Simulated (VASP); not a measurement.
Te: single point with r2SCAN

The system is Te.

```
CELL_PARAMETERS angstrom
4.45400 0.00000 0.00000
-2.22700 3.85728 0.00000
0.00000 0.00000 5.92400
ATOMIC_POSITIONS crystal
Te 0.73100 0.73100 0.00000
Te 0.00000 0.26900 0.66667
Te 0.26900 0.00000 0.33333
```

```json
{
  "Program": "VASP 6.6.1",
  "Task": "single point",
  "Functional": "r2SCAN",
  "Potentials or basis": "VASP PAW PBE potentials, release 64 (Te)",
  "Cutoff": "520 eV",
  "k mesh": "7 × 7 × 5",
  "Occupations": "fermi-dirac, width 0.05 eV",
  "Spin": "no spin polarisation"
}
```

The pressure is 0.9 GPa. The largest force is 0.062 eV/Å. The band gap on the k mesh is 0.75 eV (least direct gap 0.93 eV).

Forces on the atoms (eV/Å):
```
Te   0.031  0.053  0.000
Te   0.031 -0.053  0.000
Te  -0.062  0.000  0.000
```

Levels at points of the mesh, in eV from the valence-band top:
```tsv
k point	band 7	band 8	band 9	band 10	band 11	band 12
(0.00, 0.00, 0.00)	-1.59	-1.59	-0.77	1.28	1.28	1.92
```

It took 3.6 min on 1 thread of AMD EPYC 7R13 Processor (Zen 3) (shared host), peak memory 0.23 GiB.

Caveat: the PAW data sets were made with another functional, which shifts forces and pressure a little; spin-orbit coupling is left out, which moves the levels of the heavy elements; an odd mesh through Γ misses points on the zone boundary, where band edges can lie. r2SCAN opens gaps a little over a GGA but as a rule still falls short of measured ones.
